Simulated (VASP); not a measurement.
A run of VASP 6.6.1 is set up as follows.

File INCAR:

```
SYSTEM = GaO
PREC     = Accurate       ! precision mode
ENCUT    = 520            ! plane-wave cutoff, eV
EDIFF    = 1E-7           ! SCF threshold, eV
ISMEAR   = 0              ! smearing method
SIGMA    = 0.02           ! smearing width, eV
LREAL    = .FALSE.        ! projectors in reciprocal space
LASPH    = .TRUE.         ! aspherical terms in the spheres
NELM     = 100            ! most SCF steps
ALGO     = Normal         ! electronic algorithm
ISIF     = 2              ! what is computed and relaxed
LWAVE    = .FALSE.        ! write WAVECAR
LCHARG   = .TRUE.         ! write CHGCAR
GGA      = PE             ! functional
LELF     = .TRUE.         ! ELF
LVHAR    = .TRUE.       
NBANDS   = 27             ! bands
```

File KPOINTS:

```
Automatic mesh
0
G
  9 9 2
  0 0 0
```

The input POSCAR:

```
GaO
1.0
    3.2661151156      0.0000000000      0.0000000000
   -1.6330575578      2.8285386618      0.0000000000
    0.0000000000      0.0000000000     14.7907063792
Ga O
2 2
Direct
    0.6666666700      0.3333333300      0.5888904626
    0.6666666700      0.3333333300      0.4111095374
    0.0000000000      0.0000000000      0.6422882414
    0.0000000000      0.0000000000      0.3577117586
```

Potentials or basis: VASP PAW PBE potentials, release 64 (Ga_d, O).

The run is started by

```bash
$ cat potpaw_PBE.64/Ga_d/POTCAR potpaw_PBE.64/O/POTCAR > POTCAR
$ mpirun -np 1 vasp_std > vasp.out
```

Q: Predict the largest force.

A: 1.236 eV/Å.

Q: Predict the band gap on the k mesh.

A: 1.00 eV, indirect (least direct gap 1.40 eV).

Forces in eV/Å, atoms in the order of the input:
```
Ga   0.000  0.000  0.614
Ga   0.000  0.000 -0.614
O    0.000  0.000 -1.236
O    0.000  0.000  1.236
```

Caveat: the cell differs from its parent crystal (In replaced by Ga, lengths x 0.942, strained).
